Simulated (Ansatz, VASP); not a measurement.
One calculation of LiF, two programs

```xyz
2
Lattice="0.0000 1.9538 1.9538 1.9538 0.0000 1.9538 1.9538 1.9538 0.0000" Properties=species:S:1:pos:R:3 pbc="T T T"
Li    0.0000    0.0000    0.0000
F     1.9538    1.9538    1.9538
```

Alike in both runs: functional LDA; k mesh 8 × 8 × 8; occupations gaussian, width 0.1 eV; no spin polarisation.

Ansatz relaxed the structure, and its values are those at the end. VASP's run is a single point on that final structure, the one shown.

|  | VASP | Ansatz |
| --- | --- | --- |
| version | VASP 6.6.1 | Ansatz 0.2.0 |
| potentials or method | VASP PAW LDA potentials, release 64 (Li_sv, F), cutoff 520 eV | scalar-relativistic, plane waves, PAW |
| valence electrons in the cell | 10 | 10 |

```csv
,VASP,Ansatz,Ansatz less VASP
gap on the k mesh at the Fermi level (eV),9.70,9.71,+0.007
least direct gap on the mesh (eV),9.70,9.71,+0.007
```

Ansatz warns that its potentials were made for another functional, while VASP's fit it. LDA's correlation is that of Perdew and Zunger in VASP and of Perdew and Wang (1992) in Ansatz.

Noted on VASP's run: the cutoff is short for stress, so the pressure is rough.
